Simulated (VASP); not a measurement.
Here is a VASP 6.6.1 calculation.

The input INCAR:

```
ALGO = Normal
EDIFF = 1E-7
ENCUT = 520
GGA = PE
GGA_COMPAT = F
ISIF = 2
ISMEAR = -1
LASPH = T
LCHARG = F
LMAXMIX = 4
LNONCOLLINEAR = T
LORBIT = 11
LORBMOM = T
LREAL = F
LSORBIT = T
LWAVE = F
MAGMOM = 0 0 0 0 0 0
NBANDS = 28
NELM = 150
PREC = Accurate
SIGMA = 0.05
```

The input KPOINTS:

```
k-points
0
Gamma
  14 14 14
```

The input POSCAR:

```
ZrC
1.0
    0.0000000000      2.3543090120      2.3543090120
    2.3543090120      0.0000000000      2.3543090120
    2.3543090120      2.3543090120      0.0000000000
Zr C
1 1
Direct
    0.0000000000      0.0000000000      0.0000000000
    0.5000000000      0.5000000000      0.5000000000
```

Potentials or basis: VASP PAW PBE potentials, release 64 (Zr_sv, C).

Run with:

```sh
$ cat potpaw_PBE.64/Zr_sv/POTCAR potpaw_PBE.64/C/POTCAR > POTCAR
$ mpirun -np 1 vasp_ncl > vasp.out
```

Question: Estimate the net moment.

Answer: 0.00 μB per cell.

Question: What does it give for the pressure?

Answer: 0.2 GPa.

Moments on the atoms (μB; x, y, z):
```
Zr  0.00 0.00 0.00
C   0.00 0.00 0.00
```
